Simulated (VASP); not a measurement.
# Hf3N4 (I-43d) in VASP: a series of runs

Runs on Hf3N4. Level: PBEsol. Tasks: relaxation of the atoms, relaxation of cell and atoms.

All numbers are computed with VASP 6.6.1; they aren't measurements. Logs are shortened: lines on timing, memory, paths and dates and some standing lists are left out, and cuts for length are marked.

**1. The cell of the first run**

Symmetry: I-43d, No. 220, cubic system. Conventional cell: a = 6.584 Å, b = 6.584 Å, c = 6.584 Å, α = 90.00°, β = 90.00°, γ = 90.00°. Hf (site symmetry -4) has 8 N at 2.19 to 2.38 Å within 2.9 Å. Within 2.9 Å of N (site symmetry 3) lie 6 Hf at 2.19 to 2.38 Å and 5 N at 2.55 to 2.85 Å.

**2. Relaxation of the atoms, PBEsol (10.19 Å³/atom)**

File INCAR:

```
SYSTEM = Hf3N4
PREC = Accurate ; ENCUT = 520
EDIFF = 1E-7 ; ISMEAR = 0
SIGMA = 0.02 ; LREAL = .FALSE.
LASPH = .TRUE. ; NELM = 120
ALGO = Normal ; ISIF = 2
LWAVE = .FALSE. ; LCHARG = .FALSE.
GGA = PS ; IBRION = 2
NSW = 50 ; EDIFFG = -0.01
GGA_COMPAT = .FALSE. ; NELMIN = 4
KPAR = 4
```

File KPOINTS:

```
regular mesh
0
G
  6 6 6
  0 0 0
```

File POSCAR:

```
Hf3N4
1.0
   -3.2919167499      3.2919167499      3.2919167499
    3.2919167499     -3.2919167499      3.2919167499
    3.2919167499      3.2919167499     -3.2919167499
Hf N
6 8
Direct
    0.2500000000      0.6250000000      0.3750000000
    0.3750000000      0.2500000000      0.6250000000
    0.7500000000      0.8750000000      0.1250000000
    0.1250000000      0.7500000000      0.8750000000
    0.6250000000      0.3750000000      0.2500000000
    0.8750000000      0.1250000000      0.7500000000
    0.1394611949      0.1394611949      0.1394611949
    0.8605388051      0.5000000000      0.0000000000
    0.5000000000      0.0000000000      0.3605388051
    0.0000000000      0.8605388051      0.5000000000
    0.3605388051      0.5000000000      0.0000000000
    0.6394611949      0.6394611949      0.6394611949
    0.0000000000      0.3605388051      0.5000000000
    0.5000000000      0.0000000000      0.8605388051
```

Potentials or basis: VASP PAW PBE potentials, release 64 (Hf_pv, N).

Launch:

```sh
cat potpaw_PBE.64/Hf_pv/POTCAR potpaw_PBE.64/N/POTCAR > POTCAR
mpirun -np 4 vasp_std > vasp.out
```

OUTCAR:

```text
SYSTEM = Hf3N4
   PREC = Accurate
   ENCUT = 520
   EDIFF = 1E-7
   ISMEAR = 0
   LREAL = .FALSE.
   LASPH = .TRUE.
   NELM = 120
   ISIF = 2
   GGA = PS
   IBRION = 2
   NSW = 50
   EDIFFG = -0.01
   NELMIN = 4

 ion  position               nearest neighbor table
   1  0.250  0.625  0.375-   8 2.19   9 2.19  13 2.19  12 2.19  11 2.38   7 2.38  10 2.38  14 2.38
                             5 3.08   2 3.08   2 3.08   6 3.08   5 3.08   4 3.08   4 3.08   6 3.08
   2  0.375  0.250  0.625-   9 2.19  10 2.19  11 2.19  12 2.19   7 2.38  13 2.38  14 2.38   8 2.38
                             5 3.08   6 3.08   3 3.08   5 3.08   1 3.08   1 3.08   6 3.08   3 3.08
   3  0.750  0.875  0.125-   7 2.19  10 2.19  11 2.19  14 2.19   9 2.38  12 2.38   8 2.38  13 2.38
                             5 3.08   6 3.08   2 3.08   6 3.08   4 3.08   5 3.08   2 3.08   4 3.08
   4  0.125  0.750  0.875-   8 2.19  13 2.19  14 2.19   7 2.19  11 2.38  12 2.38   9 2.38  10 2.38
                             6 3.08   3 3.08   3 3.08   6 3.08   5 3.08   1 3.08   5 3.08   1 3.08
   5  0.625  0.375  0.250-  11 2.19  12 2.19  13 2.19  14 2.19   7 2.38   8 2.38   9 2.38  10 2.38
                             2 3.08   3 3.08   1 3.08   4 3.08   1 3.08   2 3.08   3 3.08   4 3.08
   6  0.875  0.125  0.750-   7 2.19   8 2.19   9 2.19  10 2.19  11 2.38  12 2.38  13 2.38  14 2.38
                             3 3.08   4 3.08   4 3.08   1 3.08   2 3.08   3 3.08   2 3.08   1 3.08
   7  0.139  0.139  0.139-   3 2.19   6 2.19   4 2.19   2 2.38   5 2.38   1 2.38
   8  0.861  0.500  0.000-   1 2.19   4 2.19   6 2.19   5 2.38   3 2.38   2 2.38
   9  0.500  0.000  0.361-   1 2.19   2 2.19   6 2.19   4 2.38   5 2.38   3 2.38
  10  0.000  0.861  0.500-   2 2.19   3 2.19   6 2.19   4 2.38   5 2.38   1 2.38
  11  0.361  0.500  0.000-   2 2.19   3 2.19   5 2.19   4 2.38   1 2.38   6 2.38
  12  0.639  0.639  0.639-   2 2.19   5 2.19   1 2.19   4 2.38   3 2.38   6 2.38
  13  0.000  0.361  0.500-   1 2.19   4 2.19   5 2.19   2 2.38   6 2.38   3 2.38
  14  0.500  0.000  0.861-   3 2.19   4 2.19   5 2.19   2 2.38   1 2.38   6 2.38

  LATTYP: Found a body centered cubic cell.
 ALAT       =     6.5838334998

  Lattice vectors:

 A1 = (  -3.2919167499,   3.2919167499,   3.2919167499)
 A2 = (   3.2919167499,  -3.2919167499,   3.2919167499)
 A3 = (   3.2919167499,   3.2919167499,  -3.2919167499)

Analysis of symmetry for initial positions (statically):
=====================================================================
 Subroutine PRICEL returns:
 Original cell was already a primitive cell.

 Routine SETGRP: Setting up the symmetry group for a
 body centered cubic supercell.

 Subroutine GETGRP returns: Found 24 space group operations
 (whereof  3 operations were pure point group operations)
 out of a pool of 48 trial point group operations.

The static configuration has the point symmetry C_3 .
 The point group associated with its full space group is T_d .

Analysis of symmetry for dynamics (positions and initial velocities):
=====================================================================
 Subroutine PRICEL returns:
 Original cell was already a primitive cell.

 Routine SETGRP: Setting up the symmetry group for a
 body centered cubic supercell.

 Subroutine GETGRP returns: Found 24 space group operations
 (whereof  3 operations were pure point group operations)
 out of a pool of 48 trial point group operations.

The dynamic configuration has the point symmetry C_3 .
 The point group associated with its full space group is T_d .

 Subroutine INISYM returns: Found 24 space group operations
 (whereof  3 operations are pure point group operations),
 and found     1 'primitive' translations

----------------------------------------------------------------------------------------

                                     Primitive cell

  volume of cell :     142.6943

  direct lattice vectors                    reciprocal lattice vectors
    -3.291916750  3.291916750  3.291916750     0.000000000  0.151887195  0.151887195
     3.291916750 -3.291916750  3.291916750     0.151887195  0.000000000  0.151887195
     3.291916750  3.291916750 -3.291916750     0.151887195  0.151887195  0.000000000

  length of vectors
     5.701767065  5.701767065  5.701767065     0.214800931  0.214800931  0.214800931

  position of ions in fractional coordinates (direct lattice)
     0.250000000  0.625000000  0.375000000
     0.375000000  0.250000000  0.625000000
     0.750000000  0.875000000  0.125000000
     0.125000000  0.750000000  0.875000000
     0.625000000  0.375000000  0.250000000
     0.875000000  0.125000000  0.750000000
     0.139461195  0.139461195  0.139461195
     0.860538805  0.500000000  0.000000000
     0.500000000  0.000000000  0.360538805
     0.000000000  0.860538805  0.500000000
     0.360538805  0.500000000  0.000000000
     0.639461195  0.639461195  0.639461195
     0.000000000  0.360538805  0.500000000
     0.500000000  0.000000000  0.860538805

  ion indices of the primitive-cell ions
   primitive index   ion index
                 1           1
                 2           2
                 3           3
                 4           4
                 5           5
                 6           6
                 7           7
                 8           8
                 9           9
                10          10
                11          11
                12          12
                13          13
                14          14

----------------------------------------------------------------------------------------

 KPOINTS: regular mesh

Automatic generation of k-mesh.
 Grid dimensions read from file:
 generate k-points for:    6    6    6

 Generating k-lattice:

  Cartesian coordinates                     Fractional coordinates (reciprocal lattice)
     0.000000000  0.025314532  0.025314532     0.166666667  0.000000000  0.000000000
     0.025314532  0.000000000  0.025314532     0.000000000  0.166666667  0.000000000
     0.025314532  0.025314532  0.000000000     0.000000000  0.000000000  0.166666667

  Length of vectors
     0.035800155  0.035800155  0.035800155

  Shift w.r.t. Gamma in fractional coordinates (k-lattice)
     0.000000000  0.000000000  0.000000000

 Subroutine IBZKPT returns following result:
 ===========================================

 Found     16 irreducible k-points:

 Following reciprocal coordinates:
            Coordinates               Weight
  0.000000  0.000000  0.000000      1.000000
  0.166667  0.000000  0.000000     12.000000
  0.333333  0.000000  0.000000     12.000000
  0.500000  0.000000  0.000000      6.000000
  0.166667  0.166667  0.000000     24.000000
  0.333333  0.166667  0.000000     48.000000
[... 8 lines left out ...]
  0.500000  0.500000  0.333333     12.000000
  0.500000  0.500000  0.500000      1.000000
   k-points           NKPTS =     16   k-points in BZ     NKDIM =     16   number of bands    NBANDS=     60
   number of dos      NEDOS =    301   number of ions     NIONS =     14
   total plane-waves  NPLWV =  74088
   dimension x,y,z NGX =    42 NGY =   42 NGZ =   42
   dimension x,y,z NGXF=    84 NGYF=   84 NGZF=   84
   ions per type =               6   8
   NGX,Y,Z   is equivalent  to a cutoff of  12.25, 12.25, 12.25 a.u.
   NGXF,Y,Z  is equivalent  to a cutoff of  24.49, 24.49, 24.49 a.u.
 SYSTEM =  Hf3N4
   PREC   = accura    normal or accurate (medium, high low for compatibility)
   ISTART =      0    job   : 0-new  1-cont  2-samecut
   ICHARG =      2    charge: 1-file 2-atom 10-const
   ISPIN  =      1    spin polarized calculation?
   LNONCOLLINEAR =      F non collinear calculations
   LSORBIT =      F    spin-orbit coupling
   LASPH  =      T    aspherical Exc in radial PAW
   ENCUT  =  520.0 eV  38.22 Ry    6.18 a.u.  10.60 10.60 10.60*2*pi/ulx,y,z
   NELM   =    120;   NELMIN=  4; NELMDL= -5     # of ELM steps
   EDIFF  = 0.1E-06   stopping-criterion for ELM
   LREAL  =      F    real-space projection
   EDIFFG = -.1E-01   stopping-criterion for IOM
   NSW    =     50    number of steps for IOM
   IBRION =      2    ionic relax: 0-MD 1-quasi-New 2-CG
   NFREE  =      1    steps in history (QN), initial steepest desc. (CG)
   ISIF   =      2    stress and relaxation
   ISYM   =      2    0-nonsym 1-usesym 2-fastsym
   POTIM  = 0.5000    time-step for ionic-motion
   TEBEG  =    0.0;   TEEND  =   0.0 temperature during run
   PSTRESS=    0.0 pullay stress
   NELECT =     100.0000    total number of electrons
   NUPDOWN=      -1.0000    fix difference up-down
   EMIN   =  10.00;   EMAX   =-10.00  energy-range for DOS
   EFERMI =   0.00;   METHOD = LEGACY
   ISMEAR =     0;   SIGMA  =   0.02  broadening in eV -4-tet -1-fermi 0-gaus
   EFERMI_NEDOS =   21; number of points for ismear=-14 and -15
   IALGO  =     38    algorithm
   IMIX   =      4    mixing-type and parameters
     AMIX     =   0.40;   BMIX     =  1.00
     AMIX_MAG =   1.60;   BMIX_MAG =  1.00
  volume/ion in A,a.u.               =      10.19        68.78
  Fermi-wavevector in a.u.,A,eV,Ry     =   1.454139  2.747925 28.769803  2.114521
  Thomas-Fermi vector in A             =   2.571325
   LORBIT       =      0    0 simple, 1 ext, 2 COOP (PROOUT), +10 PAW based schemes
   GGA     = PS    functional components
   LHFCALC =     F    Hartree Fock is set to
   AEXX    =    0.0000 exact exchange contribution
   IVDW    =     0    specifies the selected vdW correction
   LEPSILON=     F    determine dielectric tensor
   LRPA    =     F    only Hartree local field effects (RPA)
 conjugate gradient relaxation of ions
 non-spin polarized calculation
 Gauss-broadening in eV      SIGMA  =   0.02
  energy-cutoff  :      520.00
  volume of cell :      142.69
 maximum number of plane-waves:      3884
   NGX = 21   NGY = 21   NGZ = 21

--------------------------------------- Ionic step        1  -------------------------------------------

 number of electron     100.0000000 magnetization

 number of electron      99.9999986 magnetization

 Free energy of the ion-electron system (eV)
  ---------------------------------------------------
  ext. energy  EPLUGINS =         0.00000000
  ---------------------------------------------------
  free energy    TOTEN  =      -156.69762951 eV

  energy without entropy =     -156.69762951  energy(sigma->0) =     -156.69762951

------------------------ aborting loop because EDIFF is reached ----------------------------------------

  FORCE on cell =-STRESS in cart. coord.  units (eV):
  Direction    XX          YY          ZZ          XY          YZ          ZX
  --------------------------------------------------------------------------------------
  -------------------------------------------------------------------------------------
  Total        6.1026446      6.1026446      6.1026446     -0.0000000     -0.0000000      0.0000000
  in kB       68.5207545     68.5207545     68.5207545     -0.0000000     -0.0000000      0.0000000
  external PRESSURE =      68.5207545 kB  Pullay stress =       0.0000000 kB
[... 81 lines left out ...]
  energy  without entropy=     -156.7035839183  energy(sigma->0) =     -156.70358392

--------------------------------------- Ionic step        3  -------------------------------------------

 number of electron      99.9999976 magnetization

 Free energy of the ion-electron system (eV)
  ---------------------------------------------------
  ext. energy  EPLUGINS =         0.00000000
  ---------------------------------------------------
  free energy    TOTEN  =      -156.70795816 eV

  energy without entropy =     -156.70795816  energy(sigma->0) =     -156.70795816

 E-fermi :   7.1227     XC(G=0): -13.2454

 val. band max:        6.9581967576   @ k =   0.0000   0.0000   0.0000
 cond. band min:       8.0342697617   @ k =   0.0000   0.0000   0.0000
 fundamental gap:      1.0760730041
 Fermi energy:         7.1226961587

 k-point     1 :       0.0000    0.0000    0.0000
  band No.  band energies     occupation
      1     -23.5215      2.00000
      2     -23.5215      2.00000
      3     -23.5215      2.00000
      4     -23.4221      2.00000
      5     -23.4221      2.00000
      6     -23.4221      2.00000
[... 1038 lines left out ...]
  FREE ENERGIE OF THE ION-ELECTRON SYSTEM (eV)
  ---------------------------------------------------
  free  energy   TOTEN  =      -156.7079581563 eV

  energy  without entropy=     -156.7079581563  energy(sigma->0) =     -156.70795816

 reached required accuracy - stopping structural energy minimisation
```

It took 2.5 min on 4 MPI ranks of AMD EPYC 7R43 (Zen 3), shared host; peak memory 0.29 GiB.

What came out:

* Free energy: -156.7080 eV
* Energy gained by relaxing: 0.7 meV/atom
* Ionic steps: 3
* Pressure after relaxing: 5.9 GPa
* Band gap on the k mesh: 1.08 eV

Step by step:
```csv
step,energy change (eV),largest force (eV/Å),pressure (GPa)
1,0.0000,0.1366,6.85
2,-0.0060,0.0894,6.52
3,-0.0103,0.0018,5.93
```

Final structure:
```cif
data_structure
_symmetry_space_group_name_H-M 'P 1'
_symmetry_Int_Tables_number 1
_cell_length_a 5.7018
_cell_length_b 5.7018
_cell_length_c 5.7018
_cell_angle_alpha 109.471
_cell_angle_beta 109.471
_cell_angle_gamma 109.471
_cell_volume 142.69
loop_
_atom_site_label
_atom_site_type_symbol
_atom_site_fract_x
_atom_site_fract_y
_atom_site_fract_z
_atom_site_occupancy
Hf1 Hf 0.25000 0.62500 0.37500 1
Hf2 Hf 0.37500 0.25000 0.62500 1
Hf3 Hf 0.75000 0.87500 0.12500 1
Hf4 Hf 0.12500 0.75000 0.87500 1
Hf5 Hf 0.62500 0.37500 0.25000 1
Hf6 Hf 0.87500 0.12500 0.75000 1
N1 N 0.14280 0.14280 0.14280 1
N2 N 0.85720 0.50000 0.00000 1
N3 N 0.50000 0.00000 0.35720 1
N4 N 0.00000 0.85720 0.50000 1
N5 N 0.35720 0.50000 0.00000 1
N6 N 0.64280 0.64280 0.64280 1
N7 N 0.00000 0.35720 0.50000 1
N8 N 0.50000 0.00000 0.85720 1
```

Levels at points of the mesh, in eV from the valence-band top:
| k point | band 47 | band 48 | band 49 | band 50 | band 51 | band 52 | band 53 | band 54 |
| --- | --- | --- | --- | --- | --- | --- | --- | --- |
| (0.00, 0.00, 0.00) | -1.36 | 0.00 | 0.00 | 0.00 | 1.08 | 1.08 | 1.80 | 1.80 |
| (0.50, 0.00, 0.00) | -1.71 | -1.71 | -0.68 | -0.68 | 2.53 | 2.53 | 2.88 | 2.88 |
| (0.50, 0.50, 0.50) | -0.37 | -0.37 | -0.37 | -0.37 | 3.80 | 3.80 | 3.80 | 3.80 |

Caveat: the PAW data sets were made with another functional, which shifts forces and pressure a little; spin-orbit coupling is left out, which moves the levels of the heavy elements.

(Part 1 of 2 ends here.)
